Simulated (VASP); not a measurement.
# AlRu (Pmm2) in VASP: further runs, part 2 of 2

VASP 6.6.1. Earlier steps stand in the parts before.

### 3 Single point, PBEsol (atoms displaced along several vibrational modes)

File INCAR:

```
SYSTEM = AlRu
ALGO = Fast
EDIFF = 1E-7
ENCUT = 520
GGA = PS
ISIF = 2
ISMEAR = 0
LASPH = .True.
LCHARG = .True.
LELF = .True.
LREAL = .False.
LVHAR = .True.
LWAVE = .False.
NBANDS = 25
NELM = 80
PREC = Accurate
SIGMA = 0.15
```

File KPOINTS:

```
k-points
0
Gamma
  16 16 8
  0 0 0
```

File POSCAR:

```
AlRu
1.0
    2.9763250904      0.0000000000      0.0000000000
    0.0000000000      2.9763250904      0.0000000000
    0.0000000000      0.0000000000      5.9526501809
Al Ru
2 2
Direct
    0.0000000000      0.0000000000     -0.0098107563
    0.0000000000      0.0000000000      0.5098107563
    0.4896516681      0.5000000000      0.2500000000
    0.5103483319      0.5000000000      0.7500000000
```

Potentials or basis: VASP PAW PBE potentials, release 64 (Al, Ru_pv).

Run with:

```sh
$ cat potpaw_PBE.64/Al/POTCAR potpaw_PBE.64/Ru_pv/POTCAR > POTCAR
$ mpirun -np 1 vasp_std > vasp.out
```

OUTCAR:

```text
SYSTEM = AlRu
   EDIFF = 1E-7
   ENCUT = 520
   GGA = PS
   ISIF = 2
   ISMEAR = 0
   LASPH = .True.
   LREAL = .False.
   NELM = 80
   PREC = Accurate

 ion  position               nearest neighbor table
   1  0.000  0.000  0.990-   4 2.53   4 2.53   4 2.56   4 2.56   3 2.59   3 2.59   3 2.63   3 2.63
                             2 2.86   2 3.09
   2  0.000  0.000  0.510-   4 2.53   4 2.53   4 2.56   4 2.56   3 2.59   3 2.59   3 2.63   3 2.63
                             1 2.86   1 3.09
[... 882 lines left out ...]
  --------------------------------------------------------------------------------------
  -------------------------------------------------------------------------------------
  Total        0.1387077      0.1529047      0.2226900      0.0000000      0.0000000      0.0000000
  in kB        4.2144419      4.6457992      6.7661286      0.0000000      0.0000000      0.0000000
  external PRESSURE =       5.2087899 kB  Pullay stress =       0.0000000 kB

 VOLUME and BASIS-vectors are now :
 -----------------------------------------------------------------------------
  energy-cutoff  :      520.00
  volume of cell :       52.73
      direct lattice vectors                 reciprocal lattice vectors
     2.976325090  0.000000000  0.000000000     0.335984803  0.000000000  0.000000000
     0.000000000  2.976325090  0.000000000     0.000000000  0.335984803  0.000000000
     0.000000000  0.000000000  5.952650181     0.000000000  0.000000000  0.167992402

 POSITION                                       TOTAL-FORCE (eV/Angst)
 -----------------------------------------------------------------------------------
      0.00000      0.00000      5.89425         0.045018      0.000000      0.673449
      0.00000      0.00000      3.03473         0.045018      0.000000     -0.673449
      1.45736      1.48816      1.48816         0.267653      0.000000      0.000000
      1.51896      1.48816      4.46449        -0.357689      0.000000      0.000000
 -----------------------------------------------------------------------------------
    total drift:                                0.000005     -0.000000      0.000000

  FREE ENERGIE OF THE ION-ELECTRON SYSTEM (eV)
  ---------------------------------------------------
  free  energy   TOTEN  =       -31.0055271319 eV

  energy  without entropy=      -30.9690555427  energy(sigma->0) =      -30.98729134
```

stdout:

```text
POSCAR found type information on POSCAR AlRu
 POSCAR found :  2 types and       4 ions
 scaLAPACK will be used
 -----------------------------------------------------------------------------
|                                                                             |
|                                                                             |
|     You enforced a specific xc type in the INCAR file but a different       |
|     I HOPE YOU KNOW WHAT YOU ARE DOING!                                     |
|                                                                             |
 -----------------------------------------------------------------------------

 LDA part: xc-table for (Slater+PW92), standard interpolation
 POSCAR, INCAR and KPOINTS ok, starting setup
 FFT: planning ... GRIDC
 FFT: planning ... GRID_SOFT
 FFT: planning ... GRID
 WAVECAR not read
 entering main loop
```

Run time: 14 min. Hardware: 1 thread of Intel Xeon 8259CL, shared host; peak memory 0.52 GiB.

Results:

```yaml
Free_energy: -31.0055 eV
Pressure: 0.5 GPa
Largest_force: 0.675 eV/Å
Band_gap_on_the_k_mesh: zero (bands 17 and 18 overlap by 2.89 eV)
```

Forces on the atoms (eV/Å):
```
Al   0.045  0.000  0.673
Al   0.045  0.000 -0.673
Ru   0.268  0.000  0.000
Ru  -0.358  0.000  0.000
```

Stress tensor (GPa, compression positive):
```
0.42 0.00 0.00
0.00 0.46 0.00
0.00 0.00 0.68
```

Caveat: the cell differs from its parent crystal (atoms displaced along several vibrational modes); the PAW data sets were made with another functional, which shifts forces and pressure a little.
